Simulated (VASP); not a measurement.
# TiB (I-4m2) in VASP: single point with r2SCAN

Aim: the single point of TiB with r2SCAN.

All numbers are computed with VASP 6.6.1; they aren't measurements. Logs are shortened: lines on timing, memory, paths and dates and some standing lists are left out, and cuts for length are marked.

### Step 1. The cell of the first run

The structure is tetragonal, space group I-4m2 (No. 119). Conventional cell: a = 2.971 Å, b = 2.971 Å, c = 4.454 Å, α = 90.00°, β = 90.00°, γ = 90.00°. Within 2.5 Å of Ti (site symmetry -4m2) lie 4 B at 1.86 Å. Within 2.5 Å of B (site symmetry -4m2) lie 4 Ti at 1.86 Å.

### Step 2. Single point, r2SCAN (strain +0.0600 x Voigt [0, 0, 1, 0, 0, 0])

Contents of POSCAR:

```
TiB
1.0
    0.0000000000      2.1010000000      2.2270600000
    2.1010000000      0.0000000000      2.2270600000
    2.1010000000      2.1010000000      0.0000000000
Ti B
1 1
Direct
    0.7500000000      0.7500000000      0.7500000000
    0.0000000000      0.0000000000      0.0000000000
```

Contents of INCAR.step1:

```
  PREC = Accurate
  ENCUT = 520
  ISMEAR = 0
  SIGMA = 0.15
  LREAL = False
  LASPH = True
  NELM = 60
  NBANDS = 14
  GGA = PE
  ALGO = Normal
  EDIFF = 1E-4
  LWAVE = True
  LCHARG = False
```

Contents of INCAR.step2:

```
  PREC = Accurate
  ENCUT = 520
  EDIFF = 1E-6
  ISMEAR = 0
  SIGMA = 0.15
  LREAL = False
  LASPH = True
  NELM = 60
  ALGO = Normal
  ISIF = 2
  LWAVE = False
  LCHARG = False
  METAGGA = R2SCAN
  LMIXTAU = True
  NBANDS = 14
  ISTART = 1
```

Contents of KPOINTS:

```
regular mesh
0
Gamma
  20 20 20
```

Potentials or basis: VASP PAW PBE potentials, release 64 (Ti_sv, B).

The run is started by

```console
cat potpaw_PBE.64/Ti_sv/POTCAR potpaw_PBE.64/B/POTCAR > POTCAR
cp INCAR.step1 INCAR
mpirun -np 1 vasp_std > vasp.out
cp INCAR.step2 INCAR
mpirun -np 1 vasp_std > vasp.out
```

OUTCAR:

```text
PREC = Accurate
   ENCUT = 520
   EDIFF = 1E-6
   ISMEAR = 0
   LREAL = False
   LASPH = True
   NELM = 60
   ISIF = 2
   METAGGA = R2SCAN
   ISTART = 1

 ion  position               nearest neighbor table
   1  0.750  0.750  0.750-   2 1.86   2 1.86   2 1.86   2 1.86
   2  0.000  0.000  0.000-   1 1.86   1 1.86   1 1.86   1 1.86

  LATTYP: Found a body centered tetragonal cell.
 ALAT       =     2.9712626945
 C/A-ratio  =     1.4990663761

  Lattice vectors:

 A1 = (  -2.1010000000,   0.0000000000,   2.2270600000)
 A2 = (   2.1010000000,   0.0000000000,   2.2270600000)
 A3 = (   0.0000000000,   2.1010000000,  -2.2270600000)

Analysis of symmetry for initial positions (statically):
=====================================================================
 Subroutine PRICEL returns:
 Original cell was already a primitive cell.

 Routine SETGRP: Setting up the symmetry group for a
 body centered tetragonal supercell.

 Subroutine GETGRP returns: Found  8 space group operations
 (whereof  8 operations were pure point group operations)
 out of a pool of 16 trial point group operations.

The static configuration has the point symmetry D_2d.

Analysis of symmetry for dynamics (positions and initial velocities):
=====================================================================
 Subroutine PRICEL returns:
 Original cell was already a primitive cell.

 Routine SETGRP: Setting up the symmetry group for a
 body centered tetragonal supercell.

 Subroutine GETGRP returns: Found  8 space group operations
 (whereof  8 operations were pure point group operations)
 out of a pool of 16 trial point group operations.

The dynamic configuration has the point symmetry D_2d.

 Subroutine INISYM returns: Found  8 space group operations
 (whereof  8 operations are pure point group operations),
 and found     1 'primitive' translations

----------------------------------------------------------------------------------------

                                     Primitive cell

  volume of cell :      19.6614

  direct lattice vectors                    reciprocal lattice vectors
     0.000000000  2.101000000  2.227060000    -0.237981913  0.237981913  0.224511239
     2.101000000  0.000000000  2.227060000     0.237981913 -0.237981913  0.224511239
     2.101000000  2.101000000  0.000000000     0.237981913  0.237981913 -0.224511239

  length of vectors
     3.061698425  3.061698425  2.971262695     0.404569004  0.404569004  0.404569004

[... 85 lines left out ...]
   NFREE  =      0    steps in history (QN), initial steepest desc. (CG)
   ISIF   =      2    stress and relaxation
   ISYM   =      2    0-nonsym 1-usesym 2-fastsym
   POTIM  = 0.5000    time-step for ionic-motion
   TEBEG  =    0.0;   TEEND  =   0.0 temperature during run
   PSTRESS=    0.0 pullay stress
   NELECT =      15.0000    total number of electrons
   NUPDOWN=      -1.0000    fix difference up-down
   EMIN   =  10.00;   EMAX   =-10.00  energy-range for DOS
   EFERMI =   0.00;   METHOD = LEGACY
   ISMEAR =     0;   SIGMA  =   0.15  broadening in eV -4-tet -1-fermi 0-gaus
   EFERMI_NEDOS =   21; number of points for ismear=-14 and -15
   IALGO  =     38    algorithm
   IMIX   =      4    mixing-type and parameters
     AMIX     =   0.40;   BMIX     =  1.00
     AMIX_MAG =   1.60;   BMIX_MAG =  1.00
  volume/ion in A,a.u.               =       9.83        66.34
  Fermi-wavevector in a.u.,A,eV,Ry     =   1.495893  2.826828 30.445707  2.237696
  Thomas-Fermi vector in A             =   2.607980
   LORBIT       =      0    0 simple, 1 ext, 2 COOP (PROOUT), +10 PAW based schemes
   METAGGA = R2SCAN    functional components
   LHFCALC =     F    Hartree Fock is set to
   AEXX    =    0.0000 exact exchange contribution
   IVDW    =     0    specifies the selected vdW correction
   LEPSILON=     F    determine dielectric tensor
   LRPA    =     F    only Hartree local field effects (RPA)
 non-spin polarized calculation
 Gauss-broadening in eV      SIGMA  =   0.15
  energy-cutoff  :      520.00
  volume of cell :       19.66
 maximum number of plane-waves:       548
   NGX = 11   NGY = 11   NGZ = 11

 number of electron      15.0000003 magnetization

 Free energy of the ion-electron system (eV)
  ---------------------------------------------------
  ext. energy  EPLUGINS =         0.00000000
  ---------------------------------------------------
  free energy    TOTEN  =       -16.55942930 eV

  energy without entropy =      -16.54974341  energy(sigma->0) =      -16.55458636

 E-fermi :   8.7114     XC(G=0): -13.3437

 val. band max:        8.7110181022   @ k =   0.5000   0.1500   0.3000
 cond. band min:       8.7143294210   @ k =   0.3500   0.3000   0.0500
 fundamental gap:      0.0033113188
 Fermi energy:         8.7113896741

 k-point     1 :       0.0000    0.0000    0.0000
  band No.  band energies     occupation
      1     -48.5182      2.00000
      2     -23.6626      2.00000
      3     -23.6042      2.00000
      4     -23.6042      2.00000
      5      -0.7594      2.00000
      6       6.6368      2.00000
      7       6.8640      2.00000
      8       6.8640      2.00000
      9      11.8118      0.00000
     10      12.5022      0.00000
     11      20.8827      0.00000
     12      21.0769      0.00000
     13      21.7651      0.00000
     14      21.7651      0.00000
[... 377 lines left out ...]
      1     -48.4342      2.00000
      2     -24.2018      2.00000
      3     -23.7672      2.00000
      4     -23.6652      2.00000
      5       2.0171      2.00000
      6       5.8983      2.00000
      7       7.2574      2.00000
      8       7.7831      2.00000
      9      12.2124      0.00000
     10      12.7294      0.00000
     11      15.8194      0.00000
     12      19.1966      0.00000
     13      19.9649      0.00000
     14      21.8267      0.00000

 [... further k-points ...]
[... 5 lines left out ...]
  --------------------------------------------------------------------------------------
  -------------------------------------------------------------------------------------
  Total       11.5528804     11.5528804     12.7772474      0.0000000      0.0000000     -0.0000000
  in kB      941.4274154    941.4274154   1041.1993029      0.0000000      0.0000000     -0.0000000
  external PRESSURE =     974.6847112 kB  Pullay stress =       0.0000000 kB

 VOLUME and BASIS-vectors are now :
 -----------------------------------------------------------------------------
  energy-cutoff  :      520.00
  volume of cell :       19.66
      direct lattice vectors                 reciprocal lattice vectors
     0.000000000  2.101000000  2.227060000    -0.237981913  0.237981913  0.224511239
     2.101000000  0.000000000  2.227060000     0.237981913 -0.237981913  0.224511239
     2.101000000  2.101000000  0.000000000     0.237981913  0.237981913 -0.224511239

 POSITION                                       TOTAL-FORCE (eV/Angst)
 -----------------------------------------------------------------------------------
      3.15150      3.15150      3.34059        -0.000000     -0.000000      0.000000
      0.00000      0.00000      0.00000         0.000000      0.000000      0.000000
 -----------------------------------------------------------------------------------
    total drift:                               -0.000000     -0.000000      0.000002

  FREE ENERGIE OF THE ION-ELECTRON SYSTEM (eV)
  ---------------------------------------------------
  free  energy   TOTEN  =       -16.5594293039 eV

  energy  without entropy=      -16.5497434085  energy(sigma->0) =      -16.55458636
```

OUTCAR.step1:

```text
PREC = Accurate
   ENCUT = 520
   ISMEAR = 0
   LREAL = False
   LASPH = True
[... 630 lines left out ...]
      3.15150      3.15150      3.34059         0.000000      0.000000     -0.000000
      0.00000      0.00000      0.00000        -0.000000     -0.000000      0.000000
 -----------------------------------------------------------------------------------
    total drift:                               -0.000003     -0.000003      0.000000

  FREE ENERGIE OF THE ION-ELECTRON SYSTEM (eV)
  ---------------------------------------------------
  free  energy   TOTEN  =       -10.8037992182 eV

  energy  without entropy=      -10.7934463874  energy(sigma->0) =      -10.79862280
```

Run time: 7.1 min. Hardware: 1 thread of Intel Xeon Platinum 8259CL at 2.50GHz (Skylake/Cascade Lake), shared host; peak memory 0.3 GiB.

Results:

| Item | Value |
| --- | --- |
| Free energy | -16.5594 eV |
| Pressure | 97.5 GPa |
| Band gap on the k mesh | zero (an odd number of electrons rules out a gap without spin polarisation) |

Levels at points of the mesh, in eV from the Fermi level:
```
           k point  band 5  band 6  band 7  band 8  band 9  band 10  band 11  band 12
(0.00, 0.00, 0.00)   -9.47   -2.07   -1.85   -1.85    3.10     3.79    12.17    12.37
(0.50, 0.00, 0.00)   -6.13   -2.75   -1.45   -0.90    4.17     4.33     5.89     9.86
(0.50, 0.50, 0.00)   -4.86   -4.60    0.53    1.94    1.94     4.96     6.10     6.10
(0.50, 0.00, 0.50)   -4.86   -4.61    1.29    1.40    1.77     4.79     5.84     6.32
```

Caveat: the cell differs from its parent crystal (strain +0.0600 x Voigt [0, 0, 1, 0, 0, 0]); the stress differs along the axes, from 94 to 104 GPa; the PAW data sets were made with another functional, which shifts forces and pressure a little; an odd number of electrons without spin polarisation forces a metal; a magnetic or distorted state may lie lower.
